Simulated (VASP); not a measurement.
# GaH2N in VASP: single point with PBE

Aim: the single point of GaH2N with PBE.

All numbers are computed with VASP 6.6.1; they aren't measurements. Logs are shortened: lines on timing, memory, paths and dates and some standing lists are left out, and cuts for length are marked.

## Step 1: The cell of the first run

The cell holds a wire or tube with vacuum around it, 28 atoms: a = 16.400 Å, b = 16.000 Å, c = 5.302 Å, α = 90.00°, β = 90.00°, γ = 90.00°.

## Step 2: Single point, PBE

File INCAR:

```
SYSTEM = GaH2N
PREC = Accurate
ENCUT = 520
EDIFF = 1E-6
ISMEAR = 0
SIGMA = 0.05
LREAL = Auto
LASPH = .TRUE.
NELM = 100
ALGO = Normal
ISIF = 2
LWAVE = .FALSE.
LCHARG = .TRUE.
GGA = PE
LELF = .TRUE.
LVHAR = .TRUE.
NBANDS = 90
```

File KPOINTS:

```
Automatic mesh
0
G
  1 1 6
  0 0 0
```

File POSCAR:

```
GaH2N
1.0
   16.4000000000      0.0000000000      0.0000000000
    0.0000000000     16.0000000000      0.0000000000
    0.0000000000      0.0000000000      5.3022442259
Ga N H
7 7 14
Direct
    0.3483082550      0.4393997247      0.9990284200
    0.5475055223      0.4428565174      1.0122922749
    0.4508243108      0.6214068267      0.9990259206
    0.4530982327      0.3796460339      0.4956916381
    0.3489887259      0.5603377967      0.4979771799
    0.6507719832      0.3817364806      0.4820737263
    0.5537096394      0.5582611538      0.4956892270
    0.3576560072      0.4445534356      0.3720916289
    0.5492766115      0.4418034014      0.3789167126
    0.4511491013      0.6105301488      0.3720908430
    0.4509960635      0.3885151758      0.8722940067
    0.3576141192      0.5552255441      0.8722258796
    0.6444902952      0.3854593344      0.8676454912
    0.5451611680      0.5556940613      0.8722919339
    0.2695985431      0.3922279642      0.9094863136
    0.4513065556      0.7148555239      0.9094640364
    0.4493642713      0.2855384788      0.4109476799
    0.2695977107      0.6073217480      0.4118541243
    0.6439520343      0.2865748566      0.4088455967
    0.7277695589      0.4353626452      0.4088331508
    0.6313602326      0.6086132491      0.4109317829
    0.3069307886      0.4134704268      0.4360774343
    0.4520521679      0.6711002059      0.4360693414
    0.4504299533      0.3278931218      0.9357331509
    0.3062691086      0.5856121109      0.9345050796
    0.6469064991      0.3255380220      0.9354882010
    0.6963256158      0.4132786125      0.9354779515
    0.5960955930      0.5865121477      0.9357302763
```

Potentials or basis: VASP PAW PBE potentials, release 64 (Ga_d, N, H).

On the command line:

```console
$ cat potpaw_PBE.64/Ga_d/POTCAR potpaw_PBE.64/N/POTCAR potpaw_PBE.64/H/POTCAR > POTCAR
$ mpirun -np 1 vasp_std > vasp.out
```

OUTCAR:

```text
SYSTEM = GaH2N
   PREC = Accurate
   ENCUT = 520
   EDIFF = 1E-6
   ISMEAR = 0
   LREAL = Auto
   LASPH = .TRUE.
   NELM = 100
   ISIF = 2
   GGA = PE

 ion  position               nearest neighbor table
   1  0.348  0.439  0.999-  15 1.57  12 1.98   8 1.99  11 1.99
   2  0.548  0.443  0.012-   9 1.94  14 1.95  11 1.95  13 1.99
   3  0.451  0.621  0.999-  16 1.57  12 1.98  10 1.99  14 1.99
   4  0.453  0.380  0.496-  17 1.57   9 1.96   8 1.99  11 2.00
   5  0.349  0.560  0.498-  18 1.57  10 1.97   8 1.97  12 1.99
   6  0.651  0.382  0.482-  19 1.58  20 1.58   9 2.00  13 2.05
   7  0.554  0.558  0.496-  21 1.57   9 1.96  10 1.99  14 2.00
   8  0.358  0.445  0.372-  22 1.03   5 1.97   1 1.99   4 1.99
   9  0.549  0.442  0.379-   2 1.94   4 1.96   7 1.96   6 2.00
  10  0.451  0.611  0.372-  23 1.03   5 1.97   3 1.99   7 1.99
  11  0.451  0.389  0.872-  24 1.03   2 1.95   1 1.99   4 2.00
  12  0.358  0.555  0.872-  25 1.03   1 1.98   3 1.98   5 1.99
  13  0.644  0.385  0.868-  27 1.02  26 1.02   2 1.99   6 2.05
  14  0.545  0.556  0.872-  28 1.03   2 1.95   3 1.99   7 2.00
  15  0.270  0.392  0.909-   1 1.57
  16  0.451  0.715  0.909-   3 1.57
  17  0.449  0.286  0.411-   4 1.57
  18  0.270  0.607  0.412-   5 1.57
  19  0.644  0.287  0.409-   6 1.58
  20  0.728  0.435  0.409-   6 1.58
  21  0.631  0.609  0.411-   7 1.57
  22  0.307  0.413  0.436-   8 1.03
  23  0.452  0.671  0.436-  10 1.03
  24  0.450  0.328  0.936-  11 1.03
  25  0.306  0.586  0.935-  12 1.03
  26  0.647  0.326  0.935-  13 1.02
  27  0.696  0.413  0.935-  13 1.02
  28  0.596  0.587  0.936-  14 1.03

  LATTYP: Found a simple orthorhombic cell.
 ALAT       =     5.3022442259
 B/A-ratio  =     3.0175901596
 C/A-ratio  =     3.0930299136

  Lattice vectors:

 A1 = (   0.0000000000,   0.0000000000,  -5.3022442259)
 A2 = (   0.0000000000,  16.0000000000,   0.0000000000)
 A3 = (  16.4000000000,   0.0000000000,   0.0000000000)

Analysis of symmetry for initial positions (statically):
=====================================================================
 Subroutine PRICEL returns:
 Original cell was already a primitive cell.

 Routine SETGRP: Setting up the symmetry group for a
 simple orthorhombic supercell.

 Subroutine GETGRP returns: Found  1 space group operations
[... 148 lines left out ...]
   EDIFF  = 0.1E-05   stopping-criterion for ELM
   LREAL  =      T    real-space projection
   EDIFFG = 0.1E-04   stopping-criterion for IOM
   NSW    =      0    number of steps for IOM
   IBRION =     -1    ionic relax: 0-MD 1-quasi-New 2-CG
   NFREE  =      0    steps in history (QN), initial steepest desc. (CG)
   ISIF   =      2    stress and relaxation
   ISYM   =      2    0-nonsym 1-usesym 2-fastsym
   POTIM  = 0.5000    time-step for ionic-motion
   TEBEG  =    0.0;   TEEND  =   0.0 temperature during run
   PSTRESS=    0.0 pullay stress
   NELECT =     140.0000    total number of electrons
   NUPDOWN=      -1.0000    fix difference up-down
   EMIN   =  10.00;   EMAX   =-10.00  energy-range for DOS
   EFERMI =   0.00;   METHOD = LEGACY
   ISMEAR =     0;   SIGMA  =   0.05  broadening in eV -4-tet -1-fermi 0-gaus
   EFERMI_NEDOS =   21; number of points for ismear=-14 and -15
   IALGO  =     38    algorithm
   IMIX   =      4    mixing-type and parameters
     AMIX     =   0.40;   BMIX     =  1.00
     AMIX_MAG =   1.60;   BMIX_MAG =  1.00
  volume/ion in A,a.u.               =      49.69       335.32
  Fermi-wavevector in a.u.,A,eV,Ry     =   0.761453  1.438937  7.888799  0.579810
  Thomas-Fermi vector in A             =   1.860696
   LORBIT       =      0    0 simple, 1 ext, 2 COOP (PROOUT), +10 PAW based schemes
   GGA     = PE    functional components
   LHFCALC =     F    Hartree Fock is set to
   AEXX    =    0.0000 exact exchange contribution
   IVDW    =     0    specifies the selected vdW correction
   LEPSILON=     F    determine dielectric tensor
   LRPA    =     F    only Hartree local field effects (RPA)
 non-spin polarized calculation
 Gauss-broadening in eV      SIGMA  =   0.05
  energy-cutoff  :      520.00
  volume of cell :     1391.31
 maximum number of plane-waves:     37544
 NGX is ok and might be reduce to   126
   NGX = 61   NGY = 59   NGZ = 19

 number of electron     139.9999987 magnetization

 Free energy of the ion-electron system (eV)
  ---------------------------------------------------
  ext. energy  EPLUGINS =         0.00000000
  ---------------------------------------------------
  free energy    TOTEN  =      -133.02546845 eV

  energy without entropy =     -133.02546845  energy(sigma->0) =     -133.02546845

 E-fermi :  -4.5654     XC(G=0):  -2.5609

 val. band max:       -4.8337811412   @ k =   0.0000   0.0000   0.0000
 cond. band min:      -0.0826947966   @ k =   0.0000   0.0000   0.5000
 fundamental gap:      4.7510863446
 Fermi energy:        -4.5653535396

 k-point     1 :       0.0000    0.0000    0.0000
  band No.  band energies     occupation
      1     -20.5825      2.00000
      2     -19.9149      2.00000
      3     -19.6536      2.00000
      4     -19.5780      2.00000
      5     -19.3968      2.00000
      6     -19.3866      2.00000
[... 329 lines left out ...]
     81       2.2096      0.00000
     82       2.2468      0.00000
 [bands above 82 left out]

------------------------ aborting loop because EDIFF is reached ----------------------------------------

  FORCE on cell =-STRESS in cart. coord.  units (eV):
  Direction    XX          YY          ZZ          XY          YZ          ZX
  --------------------------------------------------------------------------------------
  -------------------------------------------------------------------------------------
  Total       -0.2559985     -0.3025123     -0.0425933     -0.0445766     -0.0015519      0.0011567
  in kB       -0.2947979     -0.3483614     -0.0490488     -0.0513327     -0.0017871      0.0013320
  external PRESSURE =      -0.2307360 kB  Pullay stress =       0.0000000 kB

 VOLUME and BASIS-vectors are now :
 -----------------------------------------------------------------------------
  energy-cutoff  :      520.00
  volume of cell :     1391.31
      direct lattice vectors                 reciprocal lattice vectors
    16.400000000  0.000000000  0.000000000     0.060975610  0.000000000  0.000000000
     0.000000000 16.000000000  0.000000000     0.000000000  0.062500000  0.000000000
     0.000000000  0.000000000  5.302244226     0.000000000  0.000000000  0.188599385

 POSITION                                       TOTAL-FORCE (eV/Angst)
 -----------------------------------------------------------------------------------
      5.71226      7.03040      5.29709        -0.024681     -0.011981     -0.015376
      8.97909      7.08570      0.06518        -0.008090      0.003184     -0.011685
      7.39352      9.94251      5.29708        -0.001226      0.027708     -0.013696
      7.43081      6.07434      2.62828         0.004446     -0.030182     -0.016302
      5.72342      8.96540      2.64040        -0.023387      0.012294     -0.016154
     10.67266      6.10778      2.55607         0.028819     -0.016742     -0.007898
[... 20 lines left out ...]
     11.41974      6.61246      4.96013         0.003414      0.009221     -0.002171
      9.77597      9.38419      4.96147         0.005788      0.009199      0.002380
 -----------------------------------------------------------------------------------
    total drift:                                0.001638     -0.001326     -0.003999

  FREE ENERGIE OF THE ION-ELECTRON SYSTEM (eV)
  ---------------------------------------------------
  free  energy   TOTEN  =      -133.0254684517 eV

  energy  without entropy=     -133.0254684517  energy(sigma->0) =     -133.02546845
```

stdout:

```text
POSCAR found type information on POSCAR GaN H
 POSCAR found :  3 types and      28 ions
 scaLAPACK will be used
 LDA part: xc-table for (Slater+PW92), standard interpolation
 POSCAR, INCAR and KPOINTS ok, starting setup
 FFT: planning ... GRIDC
 FFT: planning ... GRID_SOFT
 FFT: planning ... GRID
 WAVECAR not read
 entering main loop
```

Run time: 19 min. Hardware: 1 thread of AMD EPYC 7R13 (Zen 3), shared host; peak memory 1.3 GiB.

What came out:

- Free energy: -133.0255 eV
- Largest force: 0.035 eV/Å
- Band gap on the k mesh: 4.75 eV (least direct gap 5.05 eV)

Forces in eV/Å, atoms in the order of the input:
```
Ga  -0.025 -0.012 -0.015
Ga  -0.008  0.003 -0.012
Ga  -0.001  0.028 -0.014
Ga   0.004 -0.030 -0.016
Ga  -0.023  0.012 -0.016
Ga   0.029 -0.017 -0.008
Ga   0.029  0.013 -0.015
N   -0.003  0.004 -0.004
N    0.002 -0.001  0.002
N   -0.006  0.000 -0.004
N    0.009 -0.002  0.002
N   -0.006  0.004  0.000
N    0.005 -0.003  0.018
N    0.006 -0.007  0.002
H    0.022  0.013  0.009
H    0.000 -0.025  0.009
H    0.001  0.027  0.009
H    0.020 -0.012  0.010
H   -0.001  0.019  0.004
H   -0.017 -0.009  0.004
H   -0.022 -0.014  0.009
H   -0.006 -0.009  0.008
H    0.005  0.010  0.008
H   -0.005 -0.010  0.002
H   -0.011  0.006  0.006
H   -0.006 -0.008 -0.002
H    0.003  0.009 -0.002
H    0.006  0.009  0.002
```
